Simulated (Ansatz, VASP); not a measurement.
## One calculation of MgZn2Te3, two programs

Contents of INCAR:

```
  ALGO = Normal
  EDIFF = 1E-6
  EDIFFG = -0.025
  ENCUT = 600
  GGA = PE
  IBRION = 2
  ISIF = 3
  ISMEAR = 0
  LASPH = True
  LCHARG = False
  LREAL = False
  LWAVE = False
  NELM = 100
  NSW = 80
  PREC = Accurate
  SIGMA = 0.1
```

The input KPOINTS:

```
k-points
0
Gamma
  4 2 2
```

File POSCAR:

```
MgZn2Te3
1.0
    4.2772903257     -0.0457726060      0.0728205068
   -0.0792804792      7.6630940256      0.0115719353
    0.1794553383      0.0164644813     11.2101796076
Mg Zn Te
2 4 6
Direct
    1.0063243886      0.3271249460      0.3425323932
    0.5005617008      0.8213749226      0.3219895081
   -0.0506225596     -0.0058062962      0.9705278977
    0.5394713915      0.4886866327      1.0153267813
    0.4816074217      0.1183631599      0.6554695470
    0.9552868971      0.6691478219      0.6648936433
    0.0552929207      0.0110820198      0.2509400230
    0.4797585985      0.5073515506      0.2287703407
    0.4925136130      0.1745060652      0.9179164694
    0.9677046169      0.6710138697      0.9079511887
    1.0319479119      0.3659222997      0.6357488350
    0.5401530987      0.8512330079      0.5879333726
```

Input for Ansatz:

```yaml
crystal:
  lattice:
    - [4.2772903257, -0.045772606, 0.0728205068]
    - [-0.0792804792, 7.6630940256, 0.0115719353]
    - [0.1794553383, 0.0164644813, 11.2101796076]
  atoms:
    - { symbol: Mg, position: [1.0063243886, 0.327124946, 0.3425323932] }
    - { symbol: Mg, position: [0.5005617008, 0.8213749226, 0.3219895081] }
    - { symbol: Zn, position: [-0.0506225596, -0.0058062962, 0.9705278977] }
    - { symbol: Zn, position: [0.5394713915, 0.4886866327, 1.0153267813] }
    - { symbol: Zn, position: [0.4816074217, 0.1183631599, 0.655469547] }
    - { symbol: Zn, position: [0.9552868971, 0.6691478219, 0.6648936433] }
    - { symbol: Te, position: [0.0552929207, 0.0110820198, 0.250940023] }
    - { symbol: Te, position: [0.4797585985, 0.5073515506, 0.2287703407] }
    - { symbol: Te, position: [0.492513613, 0.1745060652, 0.9179164694] }
    - { symbol: Te, position: [0.9677046169, 0.6710138697, 0.9079511887] }
    - { symbol: Te, position: [1.0319479119, 0.3659222997, 0.635748835] }
    - { symbol: Te, position: [0.5401530987, 0.8512330079, 0.5879333726] }
basis:
  ecutwfc: 420
kpoints:
  mp_grid: { grid: [4, 2, 2] }
hamiltonian:
  xc: pbe
scf:
  occupations: { method: gaussian, width: 0.1 }
  lower_state_search: "off"
output:
  forces: true
  stress: true
  eigenvalues: true
relax:
  adjacent_minimum: "off"
  f_tol: 0.025
  max_steps: 60
  cell: { stress_tol: 0.25 }
```

Change from the starting cell: cell x2, atoms moved at random (sigma 0.15 Å) and cell strained at random (1.5 %), then relaxed without symmetry.

Alike in both runs: task relaxation of cell and atoms; functional PBE; k mesh 4 × 2 × 2; occupations gaussian, width 0.1 eV; no spin polarisation.

|  | VASP | Ansatz |
| --- | --- | --- |
| version | VASP 6.6.1 | Ansatz 0.2.0 |
| potentials or method | VASP PAW PBE potentials, release 64 (Mg, Zn, Te), cutoff 600 eV | scalar-relativistic, plane waves, PAW |
| valence electrons in the cell | 88 | 164 |

VASP gave:

```
gap on the k mesh at the Fermi level, each at its own relaxed structure (eV) : 1.20
relaxed volume (Å³/atom)                                                     : 31.17
relaxed length of the cell vector where the two differ most in proportion (Å)              : 4.461
```

Problem. What did Ansatz give for the same quantities?

Solution. gap on the k mesh at the Fermi level, each at its own relaxed structure (eV): 1.20; relaxed volume (Å³/atom): 31.14; relaxed length of the cell vector where the two differ most in proportion (Å): 4.459.

VASP's potentials hold 88 valence electrons a cell and Ansatz's 164, so a difference there can come from the potentials and not from the codes.

Neither program's run includes spin-orbit coupling.
